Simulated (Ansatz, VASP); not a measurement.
## GaSb in VASP and in Ansatz

The input INCAR:

```
PREC = Accurate
ENCUT = 520
EDIFF = 1E-7
ISMEAR = -1
SIGMA = 0.02
LREAL = False
LASPH = True
NELM = 60
ALGO = Normal
ISIF = 2
LWAVE = False
LCHARG = False
GGA = PE
NBANDS = 16
```

The input KPOINTS:

```
regular mesh
0
Gamma
  6 6 6
```

POSCAR

```
GaSb
1.0
    0.0000000000      3.0658848213      3.0658848213
    3.0658848213      0.0000000000      3.0658848213
    3.0658848213      3.0658848213      0.0000000000
Ga Sb
1 1
Direct
    0.0000000000      0.0000000000      0.0000000000
    0.2500000000      0.2500000000      0.2500000000
```

Input for Ansatz:

```yaml
crystal:
  lattice:
    - [0.0, 3.0658848213, 3.0658848213]
    - [3.0658848213, 0.0, 3.0658848213]
    - [3.0658848213, 3.0658848213, 0.0]
  atoms:
    - { symbol: Ga, position: [0.0, 0.0, 0.0] }
    - { symbol: Sb, position: [0.25, 0.25, 0.25] }
kpoints:
  mp_grid: { grid: [6, 6, 6] }
hamiltonian:
  xc: pbe
scf:
  occupations: { method: fermi_dirac, width: 0.02 }
  n_extra_bands: 4
output:
  forces: true
  stress: true
  eigenvalues: true
```

Alike in both runs: task single point; functional PBE; k mesh 6 × 6 × 6; occupations fermi-dirac, width 0.02 eV; no spin polarisation.

|  | VASP | Ansatz |
| --- | --- | --- |
| version | VASP 6.6.1 | Ansatz 0.2.0 |
| potentials or method | VASP PAW PBE potentials, release 64 (Ga_d, Sb) | plane waves, PAW |
| plane-wave cutoff (eV) | 520 | 420 |
| valence electrons in the cell | 18 | 28 |

```csv
,VASP,Ansatz,Ansatz less VASP
pressure (GPa),2.1,2.1,-0.09
```

VASP's potentials hold 18 valence electrons a cell and Ansatz's 28, so a difference there can come from the potentials and not from the codes.

Neither program's run includes spin-orbit coupling.
